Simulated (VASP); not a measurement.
A run of VASP 6.6.1:

The input INCAR:

```
PREC     = Accurate       # precision mode
ENCUT    = 500            # plane-wave cutoff, eV
EDIFF    = 1E-7           # SCF threshold, eV
ISMEAR   = -1             # smearing method
SIGMA    = 0.08           # smearing width, eV
LREAL    = F              # projectors in reciprocal space
LASPH    = T              # aspherical terms in the spheres
NELM     = 120            # most SCF steps
ALGO     = Normal         # electronic algorithm
ISIF     = 3              # what is computed and relaxed
LWAVE    = F              # write WAVECAR
LCHARG   = F              # write CHGCAR
GGA      = PE             # functional
IBRION   = 2              # ionic algorithm
NSW      = 32             # ionic steps
EDIFFG   = -0.005         # ionic threshold
PSTRESS  = 160.0        
GGA_COMPAT= F            
NELMIN   = 4
```

KPOINTS

```
Automatic mesh
0
Gamma
  15 15 14
```

File POSCAR:

```
In
1.0
    2.9955486234      0.0000000000      0.0000000000
   -1.4977743117      2.5942212061      0.0000000000
    0.0000000000      0.0000000000      2.8412475612
In
1
Direct
    0.0000000000      0.0000000000      0.0000000000
```

Potentials or basis: VASP PAW PBE potentials, release 64 (In_d).

Launch:

```sh
$ cat potpaw_PBE.64/In_d/POTCAR > POTCAR
$ mpirun -np 1 vasp_std > vasp.out
```

Hardware: 1 thread of Intel Xeon 8259CL (shared host).

Q: How long does it take, and how much memory?

A: Wall time 33 s on 1 thread of Intel Xeon 8259CL, on a shared host, peak memory 0.17 GiB. Counts: scf iterations 11, k points 216, ion steps 1.
